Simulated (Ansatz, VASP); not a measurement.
Pt in VASP and in Ansatz

```
CELL_PARAMETERS angstrom
2.75340 0.00000 0.00000
-1.37670 2.38452 0.00000
0.00000 0.00000 24.99260
ATOMIC_POSITIONS crystal
Pt 0.83333 0.16667 0.32061
Pt 0.16667 0.83333 0.41101
Pt 0.50000 0.50000 0.50000
Pt 0.83333 0.16667 0.58899
Pt 0.16667 0.83333 0.67939
```

Alike in both runs: task single point; functional LDA; k mesh 17 × 17 × 1; occupations fermi-dirac, width 0.05 eV; no spin polarisation.

|  | VASP | Ansatz |
| --- | --- | --- |
| version | VASP 6.6.1 | Ansatz 0.2.0 |
| potentials or method | VASP PAW LDA potentials, release 64 (Pt), cutoff 520 eV | all-electron LAPW, scalar-relativistic |

```tsv
	VASP	Ansatz	Ansatz less VASP
rms of the force components (eV/Å)	0.012	0.002	-0.0092
```

LDA's correlation is that of Perdew and Zunger in VASP and of Perdew and Wang (1992) in Ansatz. Atom by atom the forces differ by 0.010 eV/Å (rms over components). Ansatz ran all-electron here, and VASP with PAW potentials. Ansatz's warnings: slab cell height set.

Spin-orbit coupling is off throughout.
